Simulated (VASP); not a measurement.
## Zn: single point with revPBE

The system is Zn.

```
CELL_PARAMETERS angstrom
0.00000 2.03862 2.03862
2.03862 0.00000 2.03862
2.03862 2.03862 0.00000
ATOMIC_POSITIONS crystal
Zn 0.00000 0.00000 0.00000
```

This cell differs from its parent crystal: volume scaled by 1.08.

| Quantity | Value |
| --- | --- |
| Program | VASP 6.6.1 |
| Task | single point |
| Functional | revPBE |
| Potentials or basis | VASP PAW PBE potentials, release 64 (Zn) |
| Cutoff | 520 eV |
| k mesh | 15 × 15 × 15 |
| Occupations | fermi-dirac, width 0.1 eV |
| Spin | no spin polarisation |

```json
{
 "Pressure": "-3.7 GPa",
 "Band gap on the k mesh": "zero (band 6 reaches 4.10 eV, above the bottom of band 7 at 1.11 eV)"
}
```

Levels at points of the mesh, in eV from the Fermi level:
```csv
k point,band 2,band 3,band 4,band 5,band 6,band 7,band 8,band 9,band 10,band 11
"(0.00, 0.00, 0.00)",-7.30,-7.30,-7.30,-7.00,-7.00,16.88,16.88,16.88,18.06,19.75
```

Run time: 13 s on 1 thread of Intel(R) Xeon(R) Platinum 8488C (Sapphire Rapids), on a shared host, peak memory 0.15 GiB.

Caveat: the PAW data sets were made with another functional, which shifts forces and pressure a little.
